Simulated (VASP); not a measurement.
A run of VASP 6.6.1:

Contents of INCAR:

```
SYSTEM = InSb
  PREC = Accurate
  ENCUT = 520
  EDIFF = 1E-6
  ISMEAR = -1
  SIGMA = 0.02
  LREAL = .False.
  LASPH = .True.
  NELM = 100
  ALGO = Normal
  ISIF = 2
  LWAVE = .False.
  LCHARG = .False.
  GGA = PE
  NBANDS = 16
```

KPOINTS

```
Automatic mesh
0
Gamma
  6 6 6
  0 0 0
```

Contents of POSCAR:

```
InSb
1.0
    0.0000000000      3.3615008441      3.3615008441
    3.3615008441      0.0000000000      3.3615008441
    3.3615008441      3.3615008441      0.0000000000
In Sb
1 1
Direct
    0.0000000000      0.0000000000      0.0000000000
    0.2500000000      0.2500000000      0.2500000000
```

Potentials or basis: VASP PAW PBE potentials, release 64 (In_d, Sb).

The run is started by

```bash
$ cat potpaw_PBE.64/In_d/POTCAR potpaw_PBE.64/Sb/POTCAR > POTCAR
$ mpirun -np 1 vasp_std > vasp.out
```

Hardware: 1 thread of Intel Xeon 8259CL (shared host).

Question: Estimate the wall time of this run.

Answer: Wall time 41 s on 1 thread of Intel Xeon 8259CL, with other jobs on the host, peak memory 0.18 GiB. Counts: scf iterations 14, k points 16.
